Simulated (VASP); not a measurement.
**Cd: single point with PBE**

Crystal: Cd.

```xyz
2
Lattice="3.0084 0.0000 0.0000 -1.5042 2.6053 0.0000 0.0000 0.0000 5.6733" Properties=species:S:1:pos:R:3 pbc="T T T"
Cd    0.0000    1.7369    1.4183
Cd    1.5042    0.8684    4.2550
```

```yaml
Program: VASP 6.6.1
Task: single point
Functional: PBE
Potentials_or_basis: VASP PAW PBE potentials, release 64 (Cd)
Cutoff: 500 eV
k_mesh: 16 × 16 × 7
Occupations: fermi-dirac, width 0.05 eV
Spin: no spin polarisation
```

* Pressure: 1.5 GPa
* Band gap on the k mesh: zero (bands 12 and 13 overlap by 3.81 eV)

Stress tensor (GPa, compression positive):
```
1.72 0.00 0.00
0.00 1.72 0.00
0.00 0.00 1.02
```

Levels at points of the mesh, in eV from the Fermi level:
| k point | band 9 | band 10 | band 11 | band 12 | band 13 | band 14 | band 15 | band 16 |
| --- | --- | --- | --- | --- | --- | --- | --- | --- |
| (0.00, 0.00, 0.00) | -8.69 | -8.49 | -8.49 | -3.07 | -2.93 | 10.36 | 14.30 | 14.54 |
| (0.50, 0.00, 0.00) | -8.24 | -8.22 | -2.28 | -1.86 | 1.91 | 2.98 | 2.99 | 5.14 |

Wall time 97 s on 1 thread of Intel Xeon 8259CL, on a shared host, peak memory 0.21 GiB.
